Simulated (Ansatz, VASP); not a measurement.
TiCuC4N4 in VASP and in Ansatz

```
CELL_PARAMETERS angstrom
6.00573 0.00000 0.00000
0.00000 6.00573 0.00000
0.00000 0.00000 6.00573
ATOMIC_POSITIONS crystal
Ti 0.00000 0.00000 0.00000
Cu 0.50000 0.50000 0.50000
C 0.20169 0.20169 0.20169
C 0.20169 0.79831 0.79831
C 0.79831 0.20169 0.79831
C 0.79831 0.79831 0.20169
N 0.31424 0.31424 0.31424
N 0.31424 0.68576 0.68576
N 0.68576 0.31424 0.68576
N 0.68576 0.68576 0.31424
```

Alike in both runs: functional PBE; k mesh 4 × 4 × 4; occupations gaussian, width 0.1 eV; collinear spin.

Ansatz relaxed the structure, and its values are those at the end. VASP's run is a single point on that final structure, the one shown.

```csv
,VASP,Ansatz
version,VASP 6.6.1,Ansatz 0.2.0
potentials or method,"VASP PAW PBE potentials, release 64 (Ti_sv, Cu, C, N), cutoff 520 eV","scalar-relativistic, plane waves, PAW"
valence electrons in the cell,59,67
```

|  | VASP | Ansatz | Ansatz less VASP |
| --- | --- | --- | --- |
| gap on the k mesh at the Fermi level (eV) | none | none | - |
| pressure (GPa) | 0.6 | 0.2 | -0.37 |
| rms of the force components (eV/Å) | 0.174 | 0.007 | -0.1667 |
| net moment per atom (μB) | 0.10 | 0.10 | 0.000 |
| size of the moment on the site where the two differ most (μB) | 0.79 | 0.63 | -0.161 |

Site moments also hang on the region over which each program counts them. A gap of «none» marks a metal or a gap that the smearing closes. One of these differences is far larger than is usual between the two programs; its cause wasn't traced. VASP's potentials hold 59 valence electrons a cell and Ansatz's 67, so a difference there can come from the potentials and not from the codes.

Noted on VASP's run: the standard files for N, O and F lose accuracy on very short bonds.
